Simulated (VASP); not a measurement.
# Na6ZnSb2 (C2/m) in VASP: single point with HSE06

Aim: the single point of Na6ZnSb2 with HSE06.

Program: VASP 6.6.1. These are calculated values, not measurements. Logs are shortened: lines on timing, memory, paths and dates and some standing lists are left out, and cuts for length are marked.

### 1 The cell of the first run

The structure is monoclinic, space group C2/m (No. 12). The conventional cell has a = 10.076 Å, b = 5.473 Å, c = 9.315 Å, α = 90.00°, β = 98.07°, γ = 90.00°. Sb (site symmetry m) has 1 Zn at 2.56 Å and 10 Na at 3.16 to 3.72 Å within 3.8 Å. Within 3.5 Å of Zn (site symmetry 2/m) lie 2 Sb at 2.56 Å and 6 Na at 3.11 to 3.45 Å. Within 4.5 Å of Na (site symmetry m) lie 3 Sb at 3.26 to 3.28 Å and 11 Na at 3.26 to 4.48 Å and 2 Zn at 3.79 Å. Within 4.3 Å of Na (site symmetry m) lie 3 Zn at 3.11 to 3.45 Å and 8 Na at 3.20 to 4.20 Å and 3 Sb at 3.31 to 3.51 Å. Within 4.5 Å of Na (site symmetry m) lie 4 Sb at 3.16 to 3.72 Å and 10 Na at 3.21 to 4.48 Å and 1 Zn at 4.41 Å.

### 2 Single point, HSE06

Contents of POSCAR:

```
Na6ZnSb2
1.0
    0.0000000000      5.4729100000      0.0000000000
    5.0381410000     -2.7364550000      0.0000000000
    1.3077170000      0.0000000000     -9.2230930000
Sb Zn Na
2 1 6
Direct
    0.1447400000      0.2894800000      0.7509700000
    0.8552600000      0.7105200000      0.2490300000
    0.0000000000      0.0000000000      0.0000000000
    0.4703000000      0.9406000000      0.7247000000
    0.5297000000      0.0594000000      0.2753000000
    0.2926000000      0.5852000000      0.0705000000
    0.7074000000      0.4148000000      0.9295000000
    0.1736000000      0.3472000000      0.4092000000
    0.8264000000      0.6528000000      0.5908000000
```

Contents of INCAR.step1:

```
PREC = Accurate ; ENCUT = 400
EDIFF = 1E-5 ; ISMEAR = -1
SIGMA = 0.0183 ; LREAL = F
LASPH = T ; NELM = 120
ALGO = Normal ; ISIF = 2
LWAVE = T ; NBANDS = 42
GGA = PE ; GGA_COMPAT = F
```

Contents of INCAR.step2:

```
PREC = Accurate ; ENCUT = 400
EDIFF = 1E-6 ; ISMEAR = -1
SIGMA = 0.0183 ; LREAL = F
LASPH = T ; NELM = 120
ALGO = Normal ; ISIF = 2
LWAVE = F ; LCHARG = T
GGA = PE ; LHFCALC = T
HFSCREEN = 0.2079 ; PRECFOCK = Fast
LELF = T ; LVHAR = T
NBANDS = 42 ; ISTART = 1
GGA_COMPAT = F
```

Contents of KPOINTS:

```
regular mesh
0
Gamma
  2 2 1
```

Potentials or basis: VASP PAW PBE potentials, release 64 (Sb, Zn, Na_pv).

Started as:

```sh
$ cat potpaw_PBE.64/Sb/POTCAR potpaw_PBE.64/Zn/POTCAR potpaw_PBE.64/Na_pv/POTCAR > POTCAR
$ cp INCAR.step1 INCAR
$ mpirun -np 1 vasp_std > vasp.out
$ cp INCAR.step2 INCAR
$ mpirun -np 1 vasp_std > vasp.out
```

OUTCAR:

```text
PREC = Accurate
   ENCUT = 400
   EDIFF = 1E-6
   ISMEAR = -1
   LREAL = F
   LASPH = T
   NELM = 120
   ISIF = 2
   GGA = PE
   LHFCALC = T
   HFSCREEN = 0.2079
   PRECFOCK = Fast
   ISTART = 1

 ion  position               nearest neighbor table
   1  0.145  0.289  0.751-   3 2.56   8 3.16   4 3.26   4 3.28   4 3.28
   2  0.855  0.711  0.249-   3 2.56   9 3.16   5 3.26   5 3.28   5 3.28
   3  0.000  0.000  0.000-   1 2.56   2 2.56
   4  0.470  0.941  0.725-   1 3.26   1 3.28   1 3.28
   5  0.530  0.059  0.275-   2 3.26   2 3.28   2 3.28
   6  0.293  0.585  0.071-
   7  0.707  0.415  0.929-
   8  0.174  0.347  0.409-   1 3.16
   9  0.826  0.653  0.591-   2 3.16

  LATTYP: Found a base centered monoclinic cell.
 ALAT       =    10.0762820000
 B/A-ratio  =     0.5431477603
 C/A-ratio  =     0.9244819150
 COS(beta)  =    -0.1403831672

  Lattice vectors:

 A1 = (  -5.0381410000,  -2.7364550000,   0.0000000000)
 A2 = (  -5.0381410000,   2.7364550000,   0.0000000000)
 A3 = (   1.3077170000,   0.0000000000,  -9.2230930000)

Analysis of symmetry for initial positions (statically):
=====================================================================
 Subroutine PRICEL returns:
 Original cell was already a primitive cell.

 Routine SETGRP: Setting up the symmetry group for a
 base centered monoclinic supercell.

 Subroutine GETGRP returns: Found  4 space group operations
 (whereof  4 operations were pure point group operations)
 out of a pool of  4 trial point group operations.

The static configuration has the point symmetry C_2h.

Analysis of symmetry for dynamics (positions and initial velocities):
=====================================================================
 Subroutine PRICEL returns:
 Original cell was already a primitive cell.

 Routine SETGRP: Setting up the symmetry group for a
 base centered monoclinic supercell.

 Subroutine GETGRP returns: Found  4 space group operations
 (whereof  4 operations were pure point group operations)
 out of a pool of  4 trial point group operations.

The dynamic configuration has the point symmetry C_2h.

 Subroutine INISYM returns: Found  4 space group operations
 (whereof  4 operations are pure point group operations),
 and found     1 'primitive' translations

----------------------------------------------------------------------------------------

                                     Primitive cell

  volume of cell :     254.3110

  direct lattice vectors                    reciprocal lattice vectors
     0.000000000  5.472910000  0.000000000     0.099242955  0.182718152  0.014071386
     5.038141000 -2.736455000  0.000000000     0.198485910  0.000000000  0.028142771
     1.307717000  0.000000000 -9.223093000     0.000000000  0.000000000 -0.108423497

  length of vectors
     5.472910000  5.733328065  9.315340479     0.208406072  0.200471125  0.108423497

  position of ions in fractional coordinates (direct lattice)
     0.144740000  0.289480000  0.750970000
     0.855260000  0.710520000  0.249030000
     0.000000000  0.000000000  0.000000000
     0.470300000  0.940600000  0.724700000
     0.529700000  0.059400000  0.275300000
     0.292600000  0.585200000  0.070500000
     0.707400000  0.414800000  0.929500000
     0.173600000  0.347200000  0.409200000
     0.826400000  0.652800000  0.590800000

  ion indices of the primitive-cell ions
   primitive index   ion index
                 1           1
                 2           2
                 3           3
                 4           4
                 5           5
                 6           6
                 7           7
                 8           8
                 9           9

----------------------------------------------------------------------------------------

 KPOINTS: regular mesh

Automatic generation of k-mesh.
 Grid dimensions read from file:
 generate k-points for:    2    2    1

 Generating k-lattice:

  Cartesian coordinates                     Fractional coordinates (reciprocal lattice)
     0.049621477  0.091359076  0.007035693     0.500000000  0.000000000  0.000000000
     0.099242955  0.000000000  0.014071386     0.000000000  0.500000000  0.000000000
     0.000000000  0.000000000 -0.108423497     0.000000000  0.000000000  1.000000000

  Length of vectors
     0.104203036  0.100235563  0.108423497

  Shift w.r.t. Gamma in fractional coordinates (k-lattice)
     0.000000000  0.000000000  0.000000000

 Subroutine IBZKPT returns following result:
 ===========================================

 Found      3 irreducible k-points:

 Following reciprocal coordinates:
            Coordinates               Weight
  0.000000  0.000000  0.000000      1.000000
  0.500000  0.000000  0.000000      2.000000
  0.000000  0.500000  0.000000      1.000000
   k-points           NKPTS =      3   k-points in BZ     NKDIM =      4   number of bands    NBANDS=     42
   number of dos      NEDOS =    301   number of ions     NIONS =      9
   total plane-waves  NPLWV =  92160
   dimension x,y,z NGX =    36 NGY =   40 NGZ =   64
   dimension x,y,z NGXF=    72 NGYF=   80 NGZF=  128
   ions per type =               2   1   6
   NGX,Y,Z   is equivalent  to a cutoff of  10.94, 11.60, 11.42 a.u.
   NGXF,Y,Z  is equivalent  to a cutoff of  21.87, 23.20, 22.84 a.u.
 SYSTEM =  unknown system
   PREC   = accura    normal or accurate (medium, high low for compatibility)
   ISTART =      1    job   : 0-new  1-cont  2-samecut
   ICHARG =      0    charge: 1-file 2-atom 10-const
   ISPIN  =      1    spin polarized calculation?
   LNONCOLLINEAR =      F non collinear calculations
   LSORBIT =      F    spin-orbit coupling
   LASPH  =      T    aspherical Exc in radial PAW
   ENCUT  =  400.0 eV  29.40 Ry    5.42 a.u.   8.92  9.35 15.19*2*pi/ulx,y,z
   NELM   =    120;   NELMIN=  2; NELMDL=  0     # of ELM steps
   EDIFF  = 0.1E-05   stopping-criterion for ELM
   LREAL  =      F    real-space projection
   EDIFFG = 0.1E-04   stopping-criterion for IOM
   NSW    =      0    number of steps for IOM
   IBRION =     -1    ionic relax: 0-MD 1-quasi-New 2-CG
   NFREE  =      0    steps in history (QN), initial steepest desc. (CG)
   ISIF   =      2    stress and relaxation
   ISYM   =      3    0-nonsym 1-usesym 2-fastsym
   POTIM  = 0.5000    time-step for ionic-motion
   TEBEG  =    0.0;   TEEND  =   0.0 temperature during run
   PSTRESS=    0.0 pullay stress
   NELECT =      64.0000    total number of electrons
   NUPDOWN=      -1.0000    fix difference up-down
   EMIN   =  10.00;   EMAX   =-10.00  energy-range for DOS
   EFERMI =   0.00;   METHOD = LEGACY
   ISMEAR =    -1;   SIGMA  =   0.02  broadening in eV -4-tet -1-fermi 0-gaus
   EFERMI_NEDOS =   21; number of points for ismear=-14 and -15
   IALGO  =     38    algorithm
   IMIX   =      1    mixing-type and parameters
     AMIX     =   0.40;   BMIX     =  1.00
     AMIX_MAG =   1.60;   BMIX_MAG =  1.00
  volume/ion in A,a.u.               =      28.26       190.69
  Fermi-wavevector in a.u.,A,eV,Ry     =   1.033586  1.953193 14.535091  1.068299
  Thomas-Fermi vector in A             =   2.167839
   LORBIT       =      0    0 simple, 1 ext, 2 COOP (PROOUT), +10 PAW based schemes
   GGA     = PE    functional components
   LHFCALC =     T    Hartree Fock is set to
   PRECFOCK=fast      Normal, Fast or Accurate (Low or Medium for compatibility)
   ENCUT4O =  -1.0   cutoff for four orbital integrals eV
   NKREDX  =     1    reduce k-point grid by
   NKREDY  =     1    reduce k-point grid by
   NKREDZ  =     1    reduce k-point grid by
   AEXX    =    0.2500 exact exchange contribution
   HFSCREEN=    0.2079 screening length (either q_TF or 0.3 A-1)
   HFSCREENC=   0.2079 screening length for correlation (either q_TF or 0.3 A-1)
   ENCUTFOCK=  -1.0 apply spherical cutoff to Coloumb kernel
   IVDW    =     0    specifies the selected vdW correction
   LEPSILON=     F    determine dielectric tensor
   LRPA    =     F    only Hartree local field effects (RPA)
 non-spin polarized calculation
  energy-cutoff  :      400.00
  volume of cell :      254.31
 maximum number of plane-waves:      4639
 NGX is ok and might be reduce to    36
  NGX = 20; NGY = 20; NGZ = 36

 number of electron      64.0000038 magnetization

 Free energy of the ion-electron system (eV)
  ---------------------------------------------------
  ext. energy  EPLUGINS =         0.00000000
  ---------------------------------------------------
  free energy    TOTEN  =       -22.49511101 eV

  energy without entropy =      -22.49510690  energy(sigma->0) =      -22.49510895

 E-fermi :   2.6840     XC(G=0):  -6.6206

 val. band max:        2.4843988758   @ k =   0.0000   0.0000   0.0000
 cond. band min:       2.8962857911   @ k =   0.5000   0.0000   0.0000
 fundamental gap:      0.4118869154
 Fermi energy:         2.6840000745

 k-point     1 :       0.0000    0.0000    0.0000
  band No.  band energies     occupation
      1     -25.5958      2.00000
      2     -25.5955      2.00000
      3     -25.5868      2.00000
      4     -25.5859      2.00000
      5     -25.5855      2.00000
      6     -25.5825      2.00000
[... 34 lines left out ...]
     41       6.2647      0.00000
     42       6.3897      0.00000

 k-point     2 :       0.5000    0.0000    0.0000
  band No.  band energies     occupation
      1     -25.5974      2.00000
      2     -25.5971      2.00000
      3     -25.5905      2.00000
      4     -25.5848      2.00000
      5     -25.5832      2.00000
      6     -25.5813      2.00000
[... 34 lines left out ...]
     41       7.7074      0.00000
     42       7.8060      0.00000

 k-point     3 :       0.0000    0.5000    0.0000
  band No.  band energies     occupation
      1     -25.5970      2.00000
      2     -25.5939      2.00000
      3     -25.5937      2.00000
      4     -25.5849      2.00000
      5     -25.5840      2.00000
      6     -25.5799      2.00000
[... 34 lines left out ...]
     41       7.4323      0.00000
     42       7.5874      0.00000

------------------------ aborting loop because EDIFF is reached ----------------------------------------

  FORCE on cell =-STRESS in cart. coord.  units (eV):
  Direction    XX          YY          ZZ          XY          YZ          ZX
  --------------------------------------------------------------------------------------
  -------------------------------------------------------------------------------------
  Total        1.9357822     -1.2515065     -1.7763207      0.0000000      0.0000000      1.6969479
  in kB       12.1955629     -7.8845785    -11.1909446      0.0000000      0.0000000     10.6908903
  external PRESSURE =      -2.2933200 kB  Pullay stress =       0.0000000 kB

 VOLUME and BASIS-vectors are now :
 -----------------------------------------------------------------------------
  energy-cutoff  :      400.00
  volume of cell :      254.31
      direct lattice vectors                 reciprocal lattice vectors
     0.000000000  5.472910000  0.000000000     0.099242955  0.182718152  0.014071386
     5.038141000 -2.736455000  0.000000000     0.198485910  0.000000000  0.028142771
     1.307717000  0.000000000 -9.223093000     0.000000000  0.000000000 -0.108423497

 POSITION                                       TOTAL-FORCE (eV/Angst)
 -----------------------------------------------------------------------------------
      2.44050      0.00000     -6.92627         0.174117     -0.000000     -0.074156
      3.90536      2.73645     -2.29683        -0.174117      0.000000      0.074156
      0.00000      0.00000      0.00000        -0.000000      0.000000     -0.000000
      5.68658      0.00000     -6.68398         0.048665     -0.000000     -0.152149
      0.65928      2.73645     -2.53912        -0.048665     -0.000000      0.152149
      3.04051      0.00000     -0.65023         0.159330     -0.000000      0.053856
      3.30534      2.73645     -8.57286        -0.159330      0.000000     -0.053856
      2.28436      0.00000     -3.77409         0.006750     -0.000000     -0.009995
      4.06150      2.73645     -5.44900        -0.006750     -0.000000      0.009995
 -----------------------------------------------------------------------------------
    total drift:                                0.000000     -0.000003      0.000000

  FREE ENERGIE OF THE ION-ELECTRON SYSTEM (eV)
  ---------------------------------------------------
  free  energy   TOTEN  =       -22.4951110056 eV

  energy  without entropy=      -22.4951068960  energy(sigma->0) =      -22.49510895
```

Run time: 4.2 min. Hardware: 1 thread of Intel Xeon 8259CL, shared host; peak memory 0.41 GiB.

Results:

```yaml
Free_energy: -22.4951 eV
Pressure: -0.2 GPa
Largest_force: 0.189 eV/Å
Band_gap_on_the_k_mesh: zero (bands 32 and 33 overlap by 0.80 eV)
```

Forces in eV/Å, atoms in the order of the input:
```
Sb   0.174  0.000 -0.074
Sb  -0.174  0.000  0.074
Zn   0.000  0.000  0.000
Na   0.049  0.000 -0.152
Na  -0.049  0.000  0.152
Na   0.159  0.000  0.054
Na  -0.159  0.000 -0.054
Na   0.007  0.000 -0.010
Na  -0.007  0.000  0.010
```

Levels at points of the mesh, in eV from the Fermi level:
```csv
k point,band 28,band 29,band 30,band 31,band 32,band 33,band 34,band 35,band 36,band 37
"(0.00, 0.00, 0.00)",-2.30,-2.13,-2.11,-1.94,-1.35,-0.20,1.76,2.03,2.10,2.44
"(0.50, 0.00, 0.00)",-3.38,-2.96,-2.53,-2.44,-0.41,0.21,0.48,1.62,2.09,3.10
"(0.00, 0.50, 0.00)",-3.49,-3.40,-2.68,-1.94,0.60,0.84,1.02,1.64,1.76,2.17
```

Caveat: the k points lie up to 0.68 Å⁻¹ apart, too coarse for converged energies and pressures of a metal; the PAW data sets were made with another functional, which shifts forces and pressure a little; spin-orbit coupling is left out, which moves the levels of the heavy elements.
